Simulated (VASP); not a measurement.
Here is a VASP 6.6.1 calculation.

INCAR

```
PREC = Accurate
ENCUT = 520
EDIFF = 1E-7
ISMEAR = -1
SIGMA = 0.05
LREAL = False
LASPH = True
NELM = 60
ALGO = Normal
ISIF = 2
LWAVE = False
LCHARG = False
GGA = PE
NBANDS = 12
```

The input KPOINTS:

```
regular mesh
0
Gamma
  11 11 11
```

POSCAR

```
In
1.0
   -1.6573500545      1.6573500545      2.5222162388
    1.6573500545     -1.6573500545      2.5222162388
    1.6573500545      1.6573500545     -2.5222162388
In
1
Direct
    0.0000000000      0.0000000000      0.0000000000
```

Potentials or basis: VASP PAW PBE potentials, release 64 (In_d).

The run is started by

```bash
$ cat potpaw_PBE.64/In_d/POTCAR > POTCAR
$ mpirun -np 1 vasp_std > vasp.out
```

(1) Predict the pressure.

## Answers

(1) -0.3 GPa.
